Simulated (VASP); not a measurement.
Set up this calculation in VASP 6.6.1, as the native input.

```yaml
Task: single point
Functional: PBEsol
Potentials_or_basis: VASP PAW PBE potentials, release 64 (Ni, Mo_sv, Pd, Ir, W_sv)
Cutoff: 520 eV
k_mesh: 8 × 8 × 1
Occupations: fermi-dirac, width 0.05 eV
Spin: collinear spin, ferromagnetic start
Starting_moments: "[1.0, 1.0, 1.0, 1.0, 0.0, 0.0, 0.6, 0.6, 0.0, 0.0] μB"
Dipole_correction: no
Further_INCAR_settings: ALGO = Fast; EDIFF = 1e-06; NBANDS = 72
```

The structure of NiMoIrPdW lies in POSCAR:

```
NiMoIrPdW
1.0
    2.7396163204      0.0000028542      0.0000000000
   -1.3698106320      2.3725759030      0.0000000000
    0.0000000000      0.0000000000     21.7190314019
Ni Mo Pd Ir W
2 2 2 2 2
Direct
    0.3333333333      0.6666666667      0.8521799163
    0.6666666667      0.3333333333      0.1478200837
    0.6666666667      0.3333333333      0.7616974024
    0.3333333333      0.6666666667      0.2383025976
    0.3333333333      0.6666666667      0.0527291564
    0.6666666667      0.3333333333      0.9472708436
    0.3333333333      0.6666666667      0.6590058780
    0.6666666667      0.3333333333      0.3409941220
    0.3333333333      0.6666666667      0.4438359271
    0.6666666667      0.3333333333      0.5561640729
```

The input as run:

INCAR

```
SYSTEM = NiMoIrPdW
ALGO = Fast ; EDIFF = 1E-6
ENCUT = 520 ; GGA = PS
ISIF = 2 ; ISMEAR = -1
ISPIN = 2 ; LASPH = .True.
LCHARG = .False. ; LMAXMIX = 4
LORBIT = 11 ; LREAL = .False.
LWAVE = .False. ; MAGMOM = 1 1 1 1 0 0 0.6 0.6 0 0
NBANDS = 72 ; NELM = 150
PREC = Accurate ; SIGMA = 0.05
```

KPOINTS

```
k-points
0
Gamma
  8 8 1
  0 0 0
```

Potentials or basis: VASP PAW PBE potentials, release 64 (Ni, Mo_sv, Pd, Ir, W_sv).

Launch:

```console
$ cat potpaw_PBE.64/Ni/POTCAR potpaw_PBE.64/Mo_sv/POTCAR potpaw_PBE.64/Pd/POTCAR potpaw_PBE.64/Ir/POTCAR potpaw_PBE.64/W_sv/POTCAR > POTCAR
$ mpirun -np 1 vasp_std > vasp.out
```

Results of the run:

```
Pressure                                              : 0.7 GPa
Largest force                                         : 0.027 eV/Å
Band gap on the k mesh                                : zero (filled and empty bands overlap)
Net moment                                            : 0.00 μB per cell
Valence electrons inside the program's atomic spheres : Ni 9.29; Mo 12.59; Pd 9.48; Ir 8.49; W 12.15
```

Caveat: the PAW data sets were made with another functional, which shifts forces and pressure a little; spin-orbit coupling is left out, which moves the levels of the heavy elements.

Run time: 13 min on 1 thread of AMD EPYC 7R43 64-Core Processor (Zen 3), with other jobs on the host, peak memory 0.36 GiB.
